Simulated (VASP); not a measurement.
**WS2: single point with PBE+D3(BJ)**

Crystal: WS2.

```
W S
1.0
     3.18000    0.00000    0.00000
    -1.59000    2.75396    0.00000
     0.00000    0.00000   12.50000
W S
2 4
Direct
  0.33333 0.66667 0.25000
  0.66667 0.33333 0.75000
  0.33333 0.66667 0.62447
  0.66667 0.33333 0.12447
  0.33333 0.66667 0.87553
  0.66667 0.33333 0.37553
```

```
Program             : VASP 6.6.1
Task                : single point
Functional          : PBE
Dispersion          : D3(BJ)
Potentials or basis : VASP PAW PBE potentials, release 64 (W_sv, S)
Cutoff              : 520 eV
k mesh              : 12 × 12 × 4
Occupations         : gaussian, width 0.02 eV
Spin                : no spin polarisation
```

```
Pressure                   : -2.2 GPa
Largest force              : 0.003 eV/Å
Band gap on the k mesh     : 1.06 eV, indirect (least direct gap 1.76 eV)
Dispersion energy per atom : -0.414 eV
```

Forces in eV/Å, atoms in the order of the input:
```
W    0.000  0.000  0.000
W    0.000  0.000  0.000
S    0.000  0.000 -0.003
S    0.000  0.000 -0.003
S    0.000  0.000  0.003
S    0.000  0.000  0.003
```

Stress tensor (GPa, compression positive):
```
-2.60  0.00  0.00
 0.00 -2.60  0.00
 0.00  0.00 -1.56
```

Levels at points of the mesh, in eV from the valence-band top:
| k point | band 23 | band 24 | band 25 | band 26 | band 27 | band 28 | band 29 | band 30 |
| --- | --- | --- | --- | --- | --- | --- | --- | --- |
| (0.00, 0.00, 0.00) | -2.20 | -1.56 | -1.09 | 0.00 | 2.27 | 2.27 | 2.28 | 2.28 |
| (0.50, 0.00, 0.00) | -1.97 | -1.80 | -1.64 | -1.48 | 2.24 | 2.28 | 2.58 | 2.81 |
| (0.00, 0.00, 0.50) | -2.22 | -2.22 | -0.30 | -0.30 | 2.27 | 2.27 | 2.27 | 2.27 |
| (0.50, 0.00, 0.50) | -1.89 | -1.89 | -1.55 | -1.55 | 2.26 | 2.26 | 2.72 | 2.72 |

It took 3.2 min on 1 thread of Intel Xeon 6975P-C, on a shared host, peak memory 0.34 GiB.

Caveat: spin-orbit coupling is left out, which moves the levels of the heavy elements. Expect the measured gap to be larger: semilocal functionals such as PBE lack the derivative discontinuity.
